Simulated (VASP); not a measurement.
Wanted: the native input for a VASP 6.6.1 run.

```
Task                   : single point
Functional             : PBE
Potentials or basis    : VASP PAW PBE potentials, release 64 (Bi_d, C)
Cutoff                 : 520 eV
k mesh                 : 18 × 18 × 6
Occupations            : gaussian, width 0.1 eV
Spin                   : no spin polarisation
Dipole correction      : no
Further INCAR settings : ALGO = Normal; EDIFF = 1e-06; NBANDS = 18
```

The structure of BiC2 lies in POSCAR:

```
BiC2
1.0
    2.7913326928      0.0000000000      0.0000000000
   -1.3956663464      2.4173650224      0.0000000000
    0.0000000000      0.0000000000      8.8485809878
Bi C
1 2
Direct
    0.0000000000      0.0000000000      0.0000000000
    0.3333333333      0.6666666667      0.5000000000
    0.6666666667      0.3333333333      0.5000000000
```

The input as run:

INCAR

```
SYSTEM = BiC2
PREC = Accurate
ENCUT = 520
EDIFF = 1E-6
ISMEAR = 0
SIGMA = 0.1
LREAL = .FALSE.
LASPH = .TRUE.
NELM = 80
ALGO = Normal
ISIF = 2
LWAVE = .FALSE.
LCHARG = .TRUE.
GGA = PE
LELF = .TRUE.
LVHAR = .TRUE.
NBANDS = 18
```

KPOINTS

```
regular mesh
0
G
  18 18 6
  0 0 0
```

Potentials or basis: VASP PAW PBE potentials, release 64 (Bi_d, C).

The run is started by

```bash
$ cat potpaw_PBE.64/Bi_d/POTCAR potpaw_PBE.64/C/POTCAR > POTCAR
$ mpirun -np 1 vasp_std > vasp.out
```

It gave:

| Property | Result |
| --- | --- |
| Pressure | 0.0 GPa |
| Band gap on the k mesh | zero (an odd number of electrons rules out a gap without spin polarisation) |

Caveat: spin-orbit coupling is left out, which moves the levels of the heavy elements; this functional lacks dispersion, which binds layers or chains, so the pressure and a relaxed spacing across them are unreliable.

It took 5.6 min on 1 thread of Intel Xeon 8259CL (shared host), peak memory 0.3 GiB.
